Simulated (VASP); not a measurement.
# CdF2 (Fm-3m) in VASP: a series of runs, part 2 of 2

VASP 6.6.1. The steps go on from the part before.

### Step 4. Vibrations by perturbation theory, PBE

INCAR

```
  PREC = Accurate
  ENCUT = 600
  EDIFF = 1E-8
  ISMEAR = 0
  SIGMA = 0.01
  LREAL = False
  LASPH = True
  NELM = 120
  ALGO = Normal
  ISIF = 2
  LWAVE = False
  LCHARG = True
  GGA = PE
  NBANDS = 20
  IBRION = 8
  NSW = 1
  LEPSILON = True
  GGA_COMPAT = False
```

KPOINTS

```
Automatic mesh
0
Gamma
  7 7 7
```

POSCAR

```
CdF2
1.0
    0.0000000000      2.6940000000      2.6940000000
    2.6940000000      0.0000000000      2.6940000000
    2.6940000000      2.6940000000      0.0000000000
Cd F
1 2
Direct
    0.0000000000      0.0000000000      0.0000000000
    0.7500000000      0.7500000000      0.7500000000
    0.2500000000      0.2500000000      0.2500000000
```

Potentials or basis: VASP PAW PBE potentials, release 64 (Cd, F).

Launch:

```bash
$ cat potpaw_PBE.64/Cd/POTCAR potpaw_PBE.64/F/POTCAR > POTCAR
$ mpirun -np 1 vasp_std > vasp.out
```

OUTCAR:

```text
PREC = Accurate
   ENCUT = 600
   EDIFF = 1E-8
   ISMEAR = 0
   LREAL = False
   LASPH = True
   NELM = 120
   ISIF = 2
   GGA = PE
   IBRION = 8
   NSW = 1
   LEPSILON = True

 ion  position               nearest neighbor table
   1  0.000  0.000  0.000-   2 2.33   2 2.33   2 2.33   2 2.33   3 2.33   3 2.33   3 2.33   3 2.33

   2  0.750  0.750  0.750-   1 2.33   1 2.33   1 2.33   1 2.33
   3  0.250  0.250  0.250-   1 2.33   1 2.33   1 2.33   1 2.33

  LATTYP: Found a face centered cubic cell.
 ALAT       =     5.3880000000

  Lattice vectors:

 A1 = (   0.0000000000,   2.6940000000,   2.6940000000)
 A2 = (   2.6940000000,   0.0000000000,   2.6940000000)
 A3 = (   2.6940000000,   2.6940000000,   0.0000000000)

Analysis of symmetry for initial positions (statically):
=====================================================================
 Subroutine PRICEL returns:
 Original cell was already a primitive cell.
[... 769 lines left out ...]
  2Z     0.000000    0.000000    2.925291    0.000000    0.000000   -4.949850    0.000000    0.000000    2.024559
  3X     2.925291    0.000000    0.000000    2.024559    0.000000    0.000000   -4.949850    0.000000    0.000000
  3Y     0.000000    2.925291    0.000000    0.000000    2.024559    0.000000    0.000000   -4.949850    0.000000
  3Z     0.000000    0.000000    2.925291    0.000000    0.000000    2.024559    0.000000    0.000000   -4.949850

 Eigenvectors and eigenvalues of the dynamical matrix
 ----------------------------------------------------

   1 f  =    9.472192 THz    59.515540 2PiTHz  315.958326 cm-1    39.173822 meV
             X         Y         Z           dx          dy          dz
      0.000000  0.000000  0.000000     0.000000   -0.000000   -0.000000
      4.041000  4.041000  4.041000    -0.664140   -0.242731    0.000000
      1.347000  1.347000  1.347000     0.664140    0.242731    0.000000
[... 43 lines left out ...]
   9 f/i=    0.007330 THz     0.046056 2PiTHz    0.244504 cm-1     0.030315 meV
             X         Y         Z           dx          dy          dz
      0.000000  0.000000  0.000000    -0.000000    0.000000   -0.863991
      4.041000  4.041000  4.041000    -0.000000    0.000000   -0.356033
      1.347000  1.347000  1.347000    -0.000000    0.000000   -0.356033

--------------------------------------------------------------------------------------------------------

 MACROSCOPIC STATIC DIELECTRIC TENSOR IONIC CONTRIBUTION
 ------------------------------------------------------
           4.680330     0.000000    -0.000000
           0.000000     4.680330     0.000000
          -0.000000     0.000000     4.680330
 ------------------------------------------------------

 ELASTIC MODULI CONTR FROM IONIC RELAXATION (kBar)
 Direction    XX          YY          ZZ          XY          YZ          ZX
 --------------------------------------------------------------------------------
 XX           0.0000      0.0000      0.0000      0.0000      0.0000      0.0000
 YY           0.0000      0.0000      0.0000      0.0000      0.0000      0.0000
 ZZ           0.0000      0.0000      0.0000      0.0000      0.0000      0.0000
 XY           0.0000      0.0000      0.0000    -89.9478     -0.0000     -0.0000
 YZ           0.0000      0.0000      0.0000     -0.0000    -89.9478     -0.0000
 ZX           0.0000      0.0000      0.0000     -0.0000     -0.0000    -89.9478
 --------------------------------------------------------------------------------

 PIEZOELECTRIC TENSOR IONIC CONTR  for field in x, y, z        (C/m^2)
          XX          YY          ZZ          XY          YZ          ZX
  --------------------------------------------------------------------------------
  x     0.00000     0.00000     0.00000     0.00000     0.00000     0.00000
  y     0.00000     0.00000     0.00000    -0.00000     0.00000     0.00000
  z     0.00000     0.00000     0.00000    -0.00000    -0.00000    -0.00000
```

stdout:

```text
POSCAR found type information on POSCAR CdF
 POSCAR found :  2 types and       3 ions
 scaLAPACK will be used
 LDA part: xc-table for (Slater+PW92), standard interpolation
 POSCAR, INCAR and KPOINTS ok, starting setup
 FFT: planning ... GRIDC
 FFT: planning ... GRID_SOFT
 FFT: planning ... GRID
 WAVECAR not read
 entering main loop
[... 23 lines left out ...]
  Direction:   3
 dielectric tensor                  component  3 :    -0.005     0.035     2.801
 Linear response DOF=           2
 Linear response progress:
 first order change of Fermi-energy   0.16174E-03
 force on displaced ion       1 direction 1 :  -5.878   0.000   0.000
 Born effective charge ion    1 direction 1 :   2.436   0.000   0.000
 Linear response progress:
 first order change of Fermi-energy   0.10606E-03
 force on displaced ion       2 direction 1 :  -4.950  -0.000  -0.000
 Born effective charge ion    2 direction 1 :  -1.219   0.000   0.000
 Born effective charges drift removed
 Linear response finished
```

Wall time 3 min (1 thread of Intel Xeon 6975P-C (Granite Rapids), shared host); peak memory 0.33 GiB.

Results:

* Electronic dielectric tensor (diagonal): 2.80
* Born charges (mean of the diagonal): Cd +2.44; F -1.22 e
* Highest phonon frequency at Γ, LO-TO splitting left out: 316 cm⁻¹

Phonon frequencies in cm⁻¹ (negative: imaginary):
```csv
q point,frequencies
"(0.000, 0.000, 0.000)",0 0 0 237 237 237 316 316 316
```

Electronic dielectric tensor:
```
2.80 0.00 0.00
0.00 2.80 0.00
0.00 0.00 2.80
```

Born effective charge tensors (e):
atom 1, Cd
```
2.44 0.00 0.00
0.00 2.44 0.00
0.00 0.00 2.44
```
atom 2, F
```
-1.22  0.00  0.00
 0.00 -1.22  0.00
 0.00  0.00 -1.22
```
atom 3, F
```
-1.22  0.00  0.00
 0.00 -1.22  0.00
 0.00  0.00 -1.22
```

Caveat: the cell wasn't relaxed at this level first, which shifts response properties.

### Step 5. Dielectric tensor, LDA

INCAR

```
SYSTEM = CdF2
PREC     = Accurate       ! precision mode
ENCUT    = 520            ! plane-wave cutoff, eV
EDIFF    = 1E-8           ! SCF threshold, eV
ISMEAR   = 0              ! smearing method
SIGMA    = 0.01           ! smearing width, eV
LREAL    = .False.        ! projectors in reciprocal space
LASPH    = .True.         ! aspherical terms in the spheres
NELM     = 120            ! most SCF steps
ALGO     = Normal         ! electronic algorithm
ISIF     = 2              ! what is computed and relaxed
LWAVE    = .False.        ! write WAVECAR
LCHARG   = .False.        ! write CHGCAR
GGA      = CA             ! functional
LEPSILON = .True.         ! dielectric tensor by DFPT
GGA_COMPAT= .False.
```

KPOINTS

```
regular mesh
0
Gamma
  9 9 9
  0 0 0
```

POSCAR is that of step 4.

Potentials or basis: VASP PAW LDA potentials, release 64 (Cd, F).

Launch:

```bash
$ cat potpaw_LDA.64/Cd/POTCAR potpaw_LDA.64/F/POTCAR > POTCAR
$ mpirun -np 1 vasp_std > vasp.out
```

OUTCAR:

```text
SYSTEM = CdF2
   PREC = Accurate
   ENCUT = 520
   EDIFF = 1E-8
   ISMEAR = 0
   LREAL = .False.
   LASPH = .True.
   NELM = 120
   ISIF = 2
   GGA = CA
   LEPSILON = .True.

 ion  position               nearest neighbor table
   1  0.000  0.000  0.000-   2 2.33   2 2.33   2 2.33   2 2.33   3 2.33   3 2.33   3 2.33   3 2.33

   2  0.750  0.750  0.750-   1 2.33   1 2.33   1 2.33   1 2.33
   3  0.250  0.250  0.250-   1 2.33   1 2.33   1 2.33   1 2.33

  LATTYP: Found a face centered cubic cell.
 ALAT       =     5.3880000000

  Lattice vectors:

 A1 = (   0.0000000000,   2.6940000000,   2.6940000000)
 A2 = (   2.6940000000,   0.0000000000,   2.6940000000)
 A3 = (   2.6940000000,   2.6940000000,   0.0000000000)

Analysis of symmetry for initial positions (statically):
=====================================================================
 Subroutine PRICEL returns:
 Original cell was already a primitive cell.

 Routine SETGRP: Setting up the symmetry group for a
 face centered cubic supercell.

[... 706 lines left out ...]
  ---------------------------------------------------
  free energy    TOTEN  =        -0.21386799 eV

  energy without entropy =       -0.21386799

------------------------ aborting loop because EDIFF is reached ----------------------------------------

 PIEZOELECTRIC TENSOR FIELD DIRECTION 3  (e Angst)
 -----------------------------------------------------------------------------
    -0.00004  0.00000  0.00000           ( -0.00001  0.00000  0.00000)
     0.00000 -0.00004 -0.00000           (  0.00000 -0.00001  0.00000)
     0.00000 -0.00000 -0.00043           (  0.00000  0.00000 -0.00002)

 PIEZOELECTRIC TENSOR FIELD DIRECTION 3  (C/m^2)
 -----------------------------------------------------------------------------
    -0.00002  0.00000  0.00000
     0.00000 -0.00002 -0.00000
     0.00000 -0.00000 -0.00018

 MACROSCOPIC STATIC DIELECTRIC TENSOR (including local field effects in DFT)
 ------------------------------------------------------
           2.897217    -0.000000     0.000000
          -0.000000     2.897217     0.000000
          -0.000000    -0.000000     2.897217
 ------------------------------------------------------

 PIEZOELECTRIC TENSOR (including local field effects)  for field in x, y, z        (e  Angst)
          XX          YY          ZZ          XY          YZ          ZX
  --------------------------------------------------------------------------------
  x     0.00000     0.00000     0.00000     0.00000     0.00000     0.00000
  y     0.00000     0.00000     0.00000     0.00000     0.00000     0.00000
  z     0.00000     0.00000     0.00000     0.00000     0.00000     0.00000

 PIEZOELECTRIC TENSOR (including local field effects)  for field in x, y, z        (C/m^2)
          XX          YY          ZZ          XY          YZ          ZX
  --------------------------------------------------------------------------------
  x     0.00000     0.00000     0.00000     0.00000     0.00000     0.00000
  y     0.00000     0.00000     0.00000     0.00000     0.00000     0.00000
  z     0.00000     0.00000     0.00000     0.00000     0.00000     0.00000

 BORN EFFECTIVE CHARGES (including local field effects) (in |e|, cummulative output)
 ---------------------------------------------------------------------------------
 ion    1
    1     2.43776     0.00000     0.00000
    2     0.00000     2.43776     0.00000
    3     0.00000     0.00000     2.43776
 ion    2
    1    -1.21888     0.00000     0.00000
    2     0.00000    -1.21888     0.00000
    3     0.00000     0.00000    -1.21888
 ion    3
    1    -1.21888     0.00000     0.00000
    2     0.00000    -1.21888     0.00000
    3     0.00000     0.00000    -1.21888
```

OSZICAR:

```text
N       E                     dE             d eps       ncg     rms          rms(c)
DAV:   1     0.195031711097E+03    0.19503E+03   -0.16000E+04  1238   0.156E+03
[... 13 lines left out ...]
RMM:   4    -0.212908606025E+00   -0.33698E-02   -0.44679E-03  3686   0.560E-01    0.467E-02
RMM:   5    -0.213796473675E+00   -0.88787E-03   -0.12414E-04  4056   0.969E-02    0.754E-03
RMM:   6    -0.213825596308E+00   -0.29123E-04   -0.97661E-07  4172   0.869E-03    0.324E-03
RMM:   7    -0.213867825243E+00   -0.42229E-04   -0.22463E-07  3970   0.325E-03    0.377E-04
RMM:   8    -0.213869600921E+00   -0.17757E-05    0.29795E-08  3888   0.499E-04    0.110E-04
RMM:   9    -0.213868293086E+00    0.13078E-05   -0.17324E-08  3055   0.131E-04    0.263E-05
RMM:  10    -0.213867985725E+00    0.30736E-06    0.14140E-09  1390   0.559E-05    0.927E-06
```

Run time: 1.8 min. Hardware: 1 thread of Intel Xeon 6975P-C (Granite Rapids), shared host; peak memory 0.25 GiB.

Results:

- Band gap on the k mesh: 2.83 eV, indirect (least direct gap 3.28 eV)
- Electronic dielectric tensor (diagonal): 2.90
- Born charges (mean of the diagonal): Cd +2.44; F -1.22 e

Electronic dielectric tensor:
```
2.90 0.00 0.00
0.00 2.90 0.00
0.00 0.00 2.90
```

Born effective charge tensors (e):
atom 1, Cd
```
2.44 0.00 0.00
0.00 2.44 0.00
0.00 0.00 2.44
```
atom 2, F
```
-1.22  0.00  0.00
 0.00 -1.22  0.00
 0.00  0.00 -1.22
```
atom 3, F
```
-1.22  0.00  0.00
 0.00 -1.22  0.00
 0.00  0.00 -1.22
```

### Step 6. Elastic constants, LDA

INCAR

```
SYSTEM = CdF2
ALGO     = Normal         ! electronic algorithm
EDIFF    = 1E-8           ! SCF threshold, eV
ENCUT    = 600            ! plane-wave cutoff, eV
GGA_COMPAT= .FALSE.      
IBRION   = 6              ! ionic algorithm
ISIF     = 3              ! what is computed and relaxed
ISMEAR   = 0              ! smearing method
LASPH    = .TRUE.         ! aspherical terms in the spheres
LCHARG   = .FALSE.        ! write CHGCAR
LREAL    = .FALSE.        ! projectors in reciprocal space
LWAVE    = .FALSE.        ! write WAVECAR
NELM     = 120            ! most SCF steps
NFREE    = 2            
NSW      = 1              ! ionic steps
POTIM    = 0.015          ! step
PREC     = Accurate       ! precision mode
SIGMA    = 0.01           ! smearing width, eV
```

KPOINTS

```
k-points
0
G
  7 7 7
  0 0 0
```

POSCAR is that of step 5.

Potentials or basis: VASP PAW LDA potentials, release 64 (Cd, F).

Launch:

```bash
$ cat potpaw_LDA.64/Cd/POTCAR potpaw_LDA.64/F/POTCAR > POTCAR
$ mpirun -np 1 vasp_std > vasp.out
```

Wall time 5.3 min (1 thread of Intel Xeon 6975P-C (Granite Rapids), shared host); peak memory 0.27 GiB.

Results (log left out):

| Quantity | Value |
| --- | --- |
| Elastic constants C11, C12, C44 | 181, 70, 21 GPa |
| Voigt bulk modulus | 107 GPa |
| Highest phonon frequency at Γ, LO-TO splitting left out | 295 cm⁻¹ |

Phonon frequencies in cm⁻¹ (negative: imaginary):
```
              q point                    frequencies
(0.000, 0.000, 0.000)  0 0 0 216 216 216 295 295 295
```

Elastic tensor in Voigt notation (GPa, in the Cartesian axes of the cell as first typed):
```
181  70  70   0   0   0
 70 181  70   0   0   0
 70  70 181   0   0   0
  0   0   0  21   0   0
  0   0   0   0  21   0
  0   0   0   0   0  21
```

Clamped-ion elastic tensor (GPa):
```
181  70  70   0   0   0
 70 181  70   0   0   0
 70  70 181   0   0   0
  0   0   0  24   0   0
  0   0   0   0  24   0
  0   0   0   0   0  24
```

Caveat: the cell is under stress, which shifts elastic constants.

### Step 7. Summary

```csv
task,level,potentials or basis,k mesh,cutoff (eV),ions in elastic constants,gap on the mesh (eV)
dielectric tensor,PBEsol,"VASP PAW PBE potentials, release 64 (Cd, F)",9 × 9 × 9,520,-,2.93
vibrations by perturbation theory,LDA,"VASP PAW LDA potentials, release 64 (Cd, F)",7 × 7 × 7,600,-,-
vibrations by perturbation theory,PBE,"VASP PAW PBE potentials, release 64 (Cd, F)",7 × 7 × 7,600,-,-
dielectric tensor,LDA,"VASP PAW LDA potentials, release 64 (Cd, F)",9 × 9 × 9,520,-,2.83
elastic constants,LDA,"VASP PAW LDA potentials, release 64 (Cd, F)",7 × 7 × 7,600,relaxed,-
```

Alike in all rows: no spin polarisation; cell as given; smearing gaussian 0.01 eV.

Caveats: the cell wasn't relaxed at this level first, which shifts response properties (some runs); the PAW data sets were made with another functional, which shifts forces and pressure a little (some runs); the cell is under stress, which shifts elastic constants (some runs).

Absolute energies hang on the potentials; compare differences alone.
